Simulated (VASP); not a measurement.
Set up this calculation in VASP 6.6.1, as the native input.

* Task: relaxation of cell and atoms
* Functional: r2SCAN
* Potentials or basis: VASP PAW PBE potentials, release 64 (Ag)
* Cutoff: 600 eV
* k mesh: 11 × 11 × 11
* Occupations: fermi-dirac, width 0.05 eV
* Spin: no spin polarisation
* Dipole correction: no
* Further INCAR settings: ALGO = Normal; EDIFF = 1e-06; IBRION = 2; EDIFFG = -0.01; NSW = 60; ISIF = 3

Crystal: Ag.

```
Ag
1.0
    -1.65565    1.65565    1.65565
     1.65565   -1.65565    1.65565
     1.65565    1.65565   -1.65565
Ag
1
Direct
  0.00000 0.00000 0.00000
```

The input as run:

POSCAR

```
Ag
1.0
   -1.6556540000      1.6556540000      1.6556540000
    1.6556540000     -1.6556540000      1.6556540000
    1.6556540000      1.6556540000     -1.6556540000
Ag
1
Direct
    0.0000000000      0.0000000000      0.0000000000
```

INCAR.step1

```
ALGO = Normal
EDIFF = 1E-4
ENCUT = 600
GGA = PE
ISMEAR = -1
LASPH = True
LCHARG = False
LREAL = False
LWAVE = True
NELM = 100
PREC = Accurate
SIGMA = 0.05
```

INCAR.step2

```
ALGO = Normal
EDIFF = 1E-6
EDIFFG = -0.01
ENCUT = 600
IBRION = 2
ISIF = 3
ISMEAR = -1
ISTART = 1
LASPH = True
LCHARG = False
LMIXTAU = True
LREAL = False
LWAVE = False
METAGGA = R2SCAN
NELM = 100
NSW = 60
PREC = Accurate
SIGMA = 0.05
```

KPOINTS

```
k-points
0
Gamma
  11 11 11
```

Potentials or basis: VASP PAW PBE potentials, release 64 (Ag).

Run with:

```bash
$ cat potpaw_PBE.64/Ag/POTCAR > POTCAR
$ cp INCAR.step1 INCAR
$ mpirun -np 1 vasp_std > vasp.out
$ cp INCAR.step2 INCAR
$ mpirun -np 1 vasp_std > vasp.out
```

It gave:

* Relaxed volume: 17.45 Å³/atom
* Relaxed cell: a = 2.830 Å, b = 2.830 Å, c = 2.830 Å, α = 109.47°, β = 109.47°, γ = 109.47°
* Space group after relaxing (to 0.05 Å): Im-3m (No. 229)
* Energy gained by relaxing: 8.5 meV/atom
* Ionic steps: 3
* Pressure after relaxing: 0.0 GPa

Caveat: the PAW data sets were made with another functional, which shifts forces and pressure a little.

Wall time 2.5 min on 1 thread of Intel Xeon 8259CL, with other jobs on the host, peak memory 0.16 GiB.
